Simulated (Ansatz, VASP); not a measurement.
Sn: VASP beside Ansatz

Contents of INCAR:

```
PREC = Accurate ; ENCUT = 520
EDIFF = 1E-7 ; ISMEAR = 0
SIGMA = 0.1 ; LREAL = F
LASPH = T ; NELM = 60
ALGO = Fast ; ISIF = 2
LWAVE = F ; LCHARG = F
GGA = PE ; NBANDS = 21
```

KPOINTS

```
Automatic mesh
0
Gamma
  6 6 6
```

POSCAR

```
Sn
1.0
   -2.9196440750      2.9196440750      1.5938000000
    2.9196440750     -2.9196440750      1.5938000000
    2.9196440750      2.9196440750     -1.5938000000
Sn
2
Direct
    0.0000000000      0.0000000000      0.0000000000
    0.7500000000      0.2500000000      0.5000000000
```

Input for Ansatz:

```yaml
crystal:
  lattice:
    - [-2.919644075, 2.919644075, 1.5938]
    - [2.919644075, -2.919644075, 1.5938]
    - [2.919644075, 2.919644075, -1.5938]
  atoms:
    - { symbol: Sn, position: [0.0, 0.0, 0.0] }
    - { symbol: Sn, position: [0.75, 0.25, 0.5] }
basis:
  ecutwfc: 420
kpoints:
  mp_grid: { grid: [6, 6, 6] }
hamiltonian:
  xc: pbe
  pseudopotentials: { kind: paw }
scf:
  occupations: { method: gaussian, width: 0.1 }
output:
  forces: true
  stress: true
  eigenvalues: true
```

Alike in both runs: task single point; functional PBE; k mesh 6 × 6 × 6; occupations gaussian, width 0.1 eV; no spin polarisation.

|  | VASP | Ansatz |
| --- | --- | --- |
| version | VASP 6.6.1 | Ansatz 0.2.0 |
| potentials or method | VASP PAW PBE potentials, release 64 (Sn_d), cutoff 520 eV | scalar-relativistic, plane waves, PAW |
| valence electrons in the cell | 28 | 28 |

|  | VASP | Ansatz | Ansatz less VASP |
| --- | --- | --- | --- |
| gap on the k mesh at the Fermi level (eV) | none | none | - |
| pressure (GPa) | 2.3 | 2.3 | +0.06 |
| traceless stress, the component that is largest in VASP (GPa) | -1.38 | -1.37 | +0.001 |

A gap of «none» marks a metal or a gap that the smearing closes.

The k mesh is coarse, so the values compare programs but aren't converged.
